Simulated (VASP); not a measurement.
Here is a VASP 6.6.1 calculation.

Contents of INCAR:

```
PREC = Accurate
ENCUT = 520
EDIFF = 1E-6
ISMEAR = -1
SIGMA = 0.05
LREAL = False
LASPH = True
NELM = 100
ALGO = Normal
ISIF = 2
LWAVE = False
LCHARG = False
NBANDS = 11
```

KPOINTS

```
Automatic mesh
0
Gamma
  9 9 9
```

POSCAR

```
BeS
1.0
    0.0000000000      2.4410600707      2.4410600707
    2.4410600707      0.0000000000      2.4410600707
    2.4410600707      2.4410600707      0.0000000000
S Be
1 1
Direct
    0.7500000000      0.7500000000      0.7500000000
    0.0000000000      0.0000000000      0.0000000000
```

Potentials or basis: VASP PAW LDA potentials, release 64 (S, Be).

Command:

```bash
$ cat potpaw_LDA.64/S/POTCAR potpaw_LDA.64/Be/POTCAR > POTCAR
$ mpirun -np 1 vasp_std > vasp.out
```

(1) Estimate the band gap on the k mesh.

(2) What does it give for the pressure?

Results:

(1) 3.04 eV (least direct gap 5.51 eV).

(2) -4.9 GPa.

Caveat: the cell stands under tension; an odd mesh through Γ misses points on the zone boundary, where band edges can lie.
